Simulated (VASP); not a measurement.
A run of VASP 6.6.1:

File INCAR:

```
PREC = Accurate ; ENCUT = 520
EDIFF = 1E-6 ; ISMEAR = 0
SIGMA = 0.1 ; LREAL = F
LASPH = T ; NELM = 60
ALGO = Normal ; ISIF = 2
LWAVE = F ; LCHARG = F
GGA = PE ; NBANDS = 25
```

Contents of KPOINTS:

```
Automatic mesh
0
Gamma
  4 4 4
```

POSCAR

```
SnP4
1.0
    5.0481937699      0.0000000000      0.0000000000
    0.0000000000      5.0481937699      0.0000000000
    0.0000000000      0.0000000000      5.0481937699
Sn P
1 4
Direct
    0.5000000000      0.5000000000      0.5000000000
    0.1574882636      0.1574882636      0.1574882636
    0.8425117364      0.8425117364      0.1574882636
    0.8425117364      0.1574882636      0.8425117364
    0.1574882636      0.8425117364      0.8425117364
```

Potentials or basis: VASP PAW PBE potentials, release 64 (Sn_d, P).

Command:

```console
$ cat potpaw_PBE.64/Sn_d/POTCAR potpaw_PBE.64/P/POTCAR > POTCAR
$ mpirun -np 1 vasp_std > vasp.out
```

Hardware: 1 thread of AMD EPYC 9R45 96-Core Processor (Zen 5), with other jobs on the host.

Task: How long does it take, and how much memory?

Result: Wall time 17 s on 1 thread of AMD EPYC 9R45 96-Core Processor (Zen 5) (shared host), peak memory 0.21 GiB. Counts: scf iterations 13, k points 10.
